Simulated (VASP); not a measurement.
# Al (P6_3/mmc) in VASP: notebook

The runs below take Al through single point, with LDA.

All numbers are computed with VASP 6.6.1; they aren't measurements. Logs are shortened: lines on timing, memory, paths and dates and some standing lists are left out, and cuts for length are marked.

## 1. The cell of the first run

The structure is hexagonal, space group P6_3/mmc (No. 194). The conventional cell has a = 2.999 Å, b = 2.999 Å, c = 4.780 Å, α = 90.00°, β = 90.00°, γ = 120.00°. Al (site symmetry -6m2) has 12 Al at 2.95 to 3.00 Å within 3.9 Å.

This isn't the form of Al at room conditions, which is fcc.

## 2. Single point, LDA

File INCAR:

```
SYSTEM = Al
ALGO = Normal
EDIFF = 1E-7
ENCUT = 520
GGA = CA
ISIF = 2
ISMEAR = 0
LASPH = .True.
LCHARG = .True.
LELF = .True.
LREAL = .False.
LVHAR = .True.
LWAVE = .False.
NBANDS = 10
NELM = 100
PREC = Accurate
SIGMA = 0.15
```

File KPOINTS:

```
k-points
0
Gamma
  18 18 10
  0 0 0
```

File POSCAR:

```
Al
1.0
    2.9986000000      0.0000000000      0.0000000000
   -1.4993000000      2.5968637758      0.0000000000
    0.0000000000      0.0000000000      4.7800000000
Al
2
Direct
    0.6666666667      0.3333333333      0.7500000000
    0.3333333333      0.6666666667      0.2500000000
```

Potentials or basis: VASP PAW LDA potentials, release 64 (Al).

Command:

```bash
> cat potpaw_LDA.64/Al/POTCAR > POTCAR
> mpirun -np 1 vasp_std > vasp.out
```

OUTCAR:

```text
SYSTEM = Al
   EDIFF = 1E-7
   ENCUT = 520
   GGA = CA
   ISIF = 2
   ISMEAR = 0
   LASPH = .True.
   LREAL = .False.
   NELM = 100
   PREC = Accurate

 ion  position               nearest neighbor table
   1  0.667  0.333  0.750-   2 2.95   2 2.95   2 2.95   2 2.95   2 2.95   2 2.95
   2  0.333  0.667  0.250-   1 2.95   1 2.95   1 2.95   1 2.95   1 2.95   1 2.95

  LATTYP: Found a hexagonal cell.
 ALAT       =     2.9986000000
 C/A-ratio  =     1.5940772360

  Lattice vectors:

 A1 = (   2.9986000000,   0.0000000000,   0.0000000000)
 A2 = (  -1.4993000000,   2.5968637758,   0.0000000000)
 A3 = (   0.0000000000,   0.0000000000,   4.7800000000)

Analysis of symmetry for initial positions (statically):
=====================================================================
 Subroutine PRICEL returns:
 Original cell was already a primitive cell.

 Routine SETGRP: Setting up the symmetry group for a
 hexagonal supercell.

 Subroutine GETGRP returns: Found 24 space group operations
 (whereof 12 operations were pure point group operations)
 out of a pool of 24 trial point group operations.

The static configuration has the point symmetry D_3d.
 The point group associated with its full space group is D_6h.

Analysis of symmetry for dynamics (positions and initial velocities):
=====================================================================
 Subroutine PRICEL returns:
 Original cell was already a primitive cell.

 Routine SETGRP: Setting up the symmetry group for a
 hexagonal supercell.

 Subroutine GETGRP returns: Found 24 space group operations
 (whereof 12 operations were pure point group operations)
 out of a pool of 24 trial point group operations.

The dynamic configuration has the point symmetry D_3d.
 The point group associated with its full space group is D_6h.

 Subroutine INISYM returns: Found 24 space group operations
 (whereof 12 operations are pure point group operations),
 and found     1 'primitive' translations

----------------------------------------------------------------------------------------

                                     Primitive cell

  volume of cell :      37.2216

  direct lattice vectors                    reciprocal lattice vectors
     2.998600000  0.000000000  0.000000000     0.333488962  0.192539942  0.000000000
    -1.499300000  2.596863776  0.000000000     0.000000000  0.385079883  0.000000000
     0.000000000  0.000000000  4.780000000     0.000000000  0.000000000  0.209205021

  length of vectors
     2.998600000  2.998600000  4.780000000     0.385079883  0.385079883  0.209205021

  position of ions in fractional coordinates (direct lattice)
     0.666666667  0.333333333  0.750000000
     0.333333333  0.666666667  0.250000000

  ion indices of the primitive-cell ions
   primitive index   ion index
                 1           1
                 2           2

----------------------------------------------------------------------------------------

 KPOINTS: k-points

Automatic generation of k-mesh.
 Grid dimensions read from file:
 generate k-points for:   18   18   10

 Generating k-lattice:

  Cartesian coordinates                     Fractional coordinates (reciprocal lattice)
     0.018527165  0.010696663  0.000000000     0.055555556  0.000000000  0.000000000
     0.000000000  0.021393327  0.000000000     0.000000000  0.055555556  0.000000000
     0.000000000  0.000000000  0.020920502     0.000000000  0.000000000  0.100000000

  Length of vectors
     0.021393327  0.021393327  0.020920502

  Shift w.r.t. Gamma in fractional coordinates (k-lattice)
     0.000000000  0.000000000  0.000000000

 Subroutine IBZKPT returns following result:
 ===========================================

 Found    222 irreducible k-points:

 Following reciprocal coordinates:
            Coordinates               Weight
  0.000000  0.000000  0.000000      1.000000
  0.055556 -0.000000  0.000000      6.000000
  0.111111 -0.000000  0.000000      6.000000
  0.166667  0.000000  0.000000      6.000000
  0.222222  0.000000  0.000000      6.000000
  0.277778  0.000000  0.000000      6.000000
[... 16 lines left out ...]
  0.333333  0.111111  0.000000     12.000000
  0.388889  0.111111  0.000000     12.000000
 [... further k-points ...]
   k-points           NKPTS =    222   k-points in BZ     NKDIM =    222   number of bands    NBANDS=     10
   number of dos      NEDOS =    301   number of ions     NIONS =      2
   total plane-waves  NPLWV =  20736
   dimension x,y,z NGX =    24 NGY =   24 NGZ =   36
   dimension x,y,z NGXF=    48 NGYF=   48 NGZF=   72
   ions per type =               2
   NGX,Y,Z   is equivalent  to a cutoff of  13.31, 13.31, 12.52 a.u.
   NGXF,Y,Z  is equivalent  to a cutoff of  26.61, 26.61, 25.04 a.u.
 SYSTEM =  Al
   PREC   = accura    normal or accurate (medium, high low for compatibility)
   ISTART =      0    job   : 0-new  1-cont  2-samecut
   ICHARG =      2    charge: 1-file 2-atom 10-const
   ISPIN  =      1    spin polarized calculation?
   LNONCOLLINEAR =      F non collinear calculations
   LSORBIT =      F    spin-orbit coupling
   LASPH  =      T    aspherical Exc in radial PAW
   ENCUT  =  520.0 eV  38.22 Ry    6.18 a.u.   5.58  5.58  8.89*2*pi/ulx,y,z
   NELM   =    100;   NELMIN=  2; NELMDL= -5     # of ELM steps
   EDIFF  = 0.1E-06   stopping-criterion for ELM
   LREAL  =      F    real-space projection
   EDIFFG = 0.1E-05   stopping-criterion for IOM
   NSW    =      0    number of steps for IOM
   IBRION =     -1    ionic relax: 0-MD 1-quasi-New 2-CG
   NFREE  =      0    steps in history (QN), initial steepest desc. (CG)
   ISIF   =      2    stress and relaxation
   ISYM   =      2    0-nonsym 1-usesym 2-fastsym
   POTIM  = 0.5000    time-step for ionic-motion
   TEBEG  =    0.0;   TEEND  =   0.0 temperature during run
   PSTRESS=    0.0 pullay stress
   NELECT =       6.0000    total number of electrons
   NUPDOWN=      -1.0000    fix difference up-down
   EMIN   =  10.00;   EMAX   =-10.00  energy-range for DOS
   EFERMI =   0.00;   METHOD = LEGACY
   ISMEAR =     0;   SIGMA  =   0.15  broadening in eV -4-tet -1-fermi 0-gaus
   EFERMI_NEDOS =   21; number of points for ismear=-14 and -15
   IALGO  =     38    algorithm
   IMIX   =      4    mixing-type and parameters
     AMIX     =   0.40;   BMIX     =  1.00
     AMIX_MAG =   1.60;   BMIX_MAG =  1.00
  volume/ion in A,a.u.               =      18.61       125.59
  Fermi-wavevector in a.u.,A,eV,Ry     =   0.890964  1.683677 10.800528  0.793816
  Thomas-Fermi vector in A             =   2.012723
   LORBIT       =      0    0 simple, 1 ext, 2 COOP (PROOUT), +10 PAW based schemes
   GGA     = CA    functional components
   LHFCALC =     F    Hartree Fock is set to
   AEXX    =    0.0000 exact exchange contribution
   IVDW    =     0    specifies the selected vdW correction
   LEPSILON=     F    determine dielectric tensor
   LRPA    =     F    only Hartree local field effects (RPA)
 non-spin polarized calculation
 Gauss-broadening in eV      SIGMA  =   0.15
  energy-cutoff  :      520.00
  volume of cell :       37.22
 maximum number of plane-waves:      1026
 NGX is ok and might be reduce to    24
   NGX = 11   NGY = 11   NGZ = 17

 number of electron       6.0000000 magnetization

 Free energy of the ion-electron system (eV)
  ---------------------------------------------------
  ext. energy  EPLUGINS =         0.00000000
  ---------------------------------------------------
  free energy    TOTEN  =        -8.14823177 eV

  energy without entropy =       -8.13645709  energy(sigma->0) =       -8.14234443

 E-fermi :   6.5714     XC(G=0):  -9.9064

 val. band max:        6.5692955130   @ k =   0.3889   0.2222   0.2000
 cond. band min:       6.5793020106   @ k =   0.3889   0.2222   0.3000
 fundamental gap:      0.0100064976
 Fermi energy:         6.5713834268

 k-point     1 :       0.0000    0.0000    0.0000
  band No.  band energies     occupation
      1      -3.7018      2.00000
      2       2.6327      2.00000
      3       2.6379      2.00000
      4      15.7033      0.00000
      5      15.7033      0.00000
      6      16.5655      0.00000
      7      16.5655      0.00000
      8      18.3262      0.00000
      9      19.0284      0.00000
     10      19.7293      0.00000

 k-point     2 :       0.0556   -0.0000    0.0000
  band No.  band energies     occupation
      1      -3.6343      2.00000
      2       2.6994      2.00000
      3       2.7008      2.00000
      4      14.5171      0.00000
      5      15.0481      0.00000
      6      16.4205      0.00000
      7      17.3300      0.00000
      8      18.9059      0.00000
      9      19.4231      0.00000
     10      19.5004      0.00000

 k-point     3 :       0.1111   -0.0000    0.0000
  band No.  band energies     occupation
      1      -3.4320      2.00000
      2       2.8894      2.00000
      3       2.8993      2.00000
      4      12.6957      0.00000
      5      14.2036      0.00000
      6      15.7753      0.00000
      7      18.0994      0.00000
      8      18.2308      0.00000
      9      18.4420      0.00000
     10      19.3908      0.00000

 k-point     4 :       0.1667    0.0000    0.0000
  band No.  band energies     occupation
      1      -3.0953      2.00000
      2       3.2036      2.00000
      3       3.2308      2.00000
      4      10.8495      0.00000
      5      13.4505      0.00000
      6      15.0484      0.00000
      7      16.5186      0.00000
      8      16.6000      0.00000
      9      18.4865      0.00000
     10      19.5684      0.00000
[... 222 lines left out ...]
 k-point    22 :       0.2778    0.1111    0.0000
  band No.  band energies     occupation
      1      -1.0918      2.00000
      2       5.0795      2.00000
      3       5.1041      2.00000
      4       6.0710      2.00000
      5       9.3639      0.00000
      6      11.9028      0.00000
      7      12.0544      0.00000
      8      15.1868      0.00000
      9      15.6017      0.00000
     10      16.2321      0.00000

 k-point    23 :       0.3333    0.1111    0.0000
  band No.  band energies     occupation
      1      -0.2332      2.00000
      2       4.4367      2.00000
      3       5.8801      2.00000
      4       6.1023      1.99999
      5       9.0327      0.00000
      6      10.5133      0.00000
      7      10.6966      0.00000
      8      14.9054      0.00000
      9      15.2563      0.00000
     10      15.9443      0.00000

 k-point    24 :       0.3889    0.1111    0.0000
  band No.  band energies     occupation
      1       0.7458      2.00000
      2       3.1218      2.00000
      3       6.7686      0.06298
      4       7.0083      0.00004
      5       8.7424      0.00000
      6       9.2656      0.00000
      7       9.5334      0.00000
      8      14.7358      0.00000
      9      15.0524      0.00000
     10      15.7695      0.00000

 [... further k-points ...]
[... 5 lines left out ...]
  --------------------------------------------------------------------------------------
  -------------------------------------------------------------------------------------
  Total       -2.0634182     -2.0634182     -1.8760451      0.0000000     -0.0000000      0.0000000
  in kB      -88.8182537    -88.8182537    -80.7529246      0.0000000     -0.0000000      0.0000000
  external PRESSURE =     -86.1298107 kB  Pullay stress =       0.0000000 kB

 VOLUME and BASIS-vectors are now :
 -----------------------------------------------------------------------------
  energy-cutoff  :      520.00
  volume of cell :       37.22
      direct lattice vectors                 reciprocal lattice vectors
     2.998600000  0.000000000  0.000000000     0.333488962  0.192539942  0.000000000
    -1.499300000  2.596863776  0.000000000     0.000000000  0.385079883  0.000000000
     0.000000000  0.000000000  4.780000000     0.000000000  0.000000000  0.209205021

 POSITION                                       TOTAL-FORCE (eV/Angst)
 -----------------------------------------------------------------------------------
      1.49930      0.86562      3.58500         0.000000     -0.000000      0.000000
     -0.00000      1.73124      1.19500        -0.000000      0.000000      0.000000
 -----------------------------------------------------------------------------------
    total drift:                               -0.000000      0.000000     -0.000000

  FREE ENERGIE OF THE ION-ELECTRON SYSTEM (eV)
  ---------------------------------------------------
  free  energy   TOTEN  =        -8.1482317698 eV

  energy  without entropy=       -8.1364570915  energy(sigma->0) =       -8.14234443
```

Run time: 73 s. Hardware: 1 thread of Intel Xeon 8259CL, shared host; peak memory 0.18 GiB.

Results:

| Quantity | Value |
| --- | --- |
| Free energy | -8.1482 eV |
| Pressure | -8.6 GPa |
| Band gap on the k mesh | zero (bands 3 and 4 overlap by 7.31 eV) |

Stress tensor (GPa, compression positive):
```
-8.88  0.00  0.00
 0.00 -8.88  0.00
 0.00  0.00 -8.08
```

Levels at points of the mesh, in eV from the Fermi level:
```tsv
k point	band 1	band 2	band 3	band 4	band 5	band 6
(0.00, 0.00, 0.00)	-10.27	-3.94	-3.93	9.13	9.13	9.99
(0.50, 0.00, 0.00)	-5.10	-4.68	0.67	1.15	1.56	1.75
(0.00, 0.00, 0.50)	-8.66	-8.66	3.63	3.63	10.46	10.46
(0.50, 0.00, 0.50)	-3.58	-3.58	-3.07	-3.07	6.18	6.18
```

Caveat: the cell stands under tension.

## 3. Single point, LDA

This run uses another cell than the first one, of 15.89 Å³/atom.

File INCAR:

```
SYSTEM = Al
PREC = Accurate
ENCUT = 520
EDIFF = 1E-6
ISMEAR = 0
SIGMA = 0.15
LREAL = .False.
LASPH = .True.
NELM = 60
ALGO = Normal
ISIF = 2
LWAVE = .False.
LCHARG = .False.
GGA = CA
NBANDS = 10
```

File KPOINTS:

```
Automatic mesh
0
Gamma
  18 18 10
  0 0 0
```

File POSCAR:

```
Al
1.0
    2.7814000000      0.0000000000      0.0000000000
   -1.3907000000      2.4087630581      0.0000000000
    0.0000000000      0.0000000000      4.7448000000
Al
2
Direct
    0.6666666667      0.3333333333      0.7500000000
    0.3333333333      0.6666666667      0.2500000000
```

Potentials or basis: VASP PAW LDA potentials, release 64 (Al).

Command:

```bash
> cat potpaw_LDA.64/Al/POTCAR > POTCAR
> mpirun -np 1 vasp_std > vasp.out
```

Wall time 32 s (1 thread of Intel Xeon 8259CL, shared host); peak memory 0.17 GiB.

Results (log left out):

- Free energy: -8.3139 eV
- Pressure: 0.4 GPa
- Band gap on the k mesh: zero (bands 3 and 4 overlap by 7.02 eV)

Stress tensor (GPa, compression positive):
```
 0.81  0.00  0.00
 0.00  0.81  0.00
 0.00  0.00 -0.34
```

Levels at points of the mesh, in eV from the Fermi level:
```
           k point  band 1  band 2  band 3  band 4  band 5  band 6
(0.00, 0.00, 0.00)  -11.35   -4.97   -4.91   11.50   11.50   11.61
(0.50, 0.00, 0.00)   -5.20   -5.10    0.62    0.79    1.45    1.53
(0.00, 0.00, 0.50)   -9.72   -9.72    2.71    2.71   12.55   12.55
(0.50, 0.00, 0.50)   -3.93   -3.93   -3.16   -3.16    7.60    7.60
```

## 4. Single point, LDA

This run uses another cell than the first one, of 16.03 Å³/atom.

File INCAR:

```
  PREC = Accurate
  ENCUT = 520
  EDIFF = 1E-6
  ISMEAR = 0
  SIGMA = 0.15
  LREAL = False
  LASPH = True
  NELM = 80
  ALGO = Fast
  ISIF = 2
  LWAVE = False
  LCHARG = True
  LELF = True
  LVHAR = True
  NBANDS = 10
```

File KPOINTS:

```
Automatic mesh
0
Gamma
  18 18 10
```

File POSCAR:

```
Al
1.0
    2.7044000000      0.0000000000      0.0000000000
   -1.3522000000      2.3420791020      0.0000000000
    0.0000000000      0.0000000000      5.0611000000
Al
2
Direct
    0.6666666667      0.3333333333      0.7500000000
    0.3333333333      0.6666666667      0.2500000000
```

Command:

```bash
> cat potpaw_LDA.64/Al/POTCAR > POTCAR
> mpirun -np 1 vasp_std > vasp.out
```

Wall time 60 s (1 thread of Intel Xeon 8259CL, shared host); peak memory 0.17 GiB.

It converged, with:

```
Free energy            : -8.2493 eV
Pressure               : 1.5 GPa
Band gap on the k mesh : zero (bands 3 and 4 overlap by 5.85 eV)
```

Stress tensor (GPa, compression positive):
```
 4.70  0.00  0.00
 0.00  4.70  0.00
 0.00  0.00 -4.81
```

Levels at points of the mesh, in eV from the Fermi level:
```
           k point  band 1  band 2  band 3  band 4  band 5  band 6
(0.00, 0.00, 0.00)  -11.26   -6.01   -5.22    9.79   10.28   12.89
(0.50, 0.00, 0.00)   -4.76   -4.70    0.06    0.76    0.94    1.48
(0.00, 0.00, 0.50)   -9.84   -9.84    1.17    1.17   13.61   13.61
(0.50, 0.00, 0.50)   -3.75   -3.75   -2.87   -2.87    7.10    7.10
```

## 5. Overview

```csv
cell,gap on the mesh (eV),pressure (GPa)
"a = 2.999, b = 2.999, c = 4.780 Å, angles 90.0, 90.0, 120.0°, 2 atoms",none,-8.6
"a = 2.781, b = 2.781, c = 4.745 Å, angles 90.0, 90.0, 120.0°, 2 atoms",none,0.4
"a = 2.704, b = 2.704, c = 5.061 Å, angles 90.0, 90.0, 120.0°, 2 atoms",none,1.5
```

Alike in all rows: task single point; level LDA; potentials or basis VASP PAW LDA potentials, release 64 (Al); no spin polarisation; k mesh 18 × 18 × 10; cutoff (eV) 520; smearing gaussian 0.15 eV.

Caveats: the cell stands under tension (at least some runs).

Absolute energies hang on the potentials; compare differences alone.
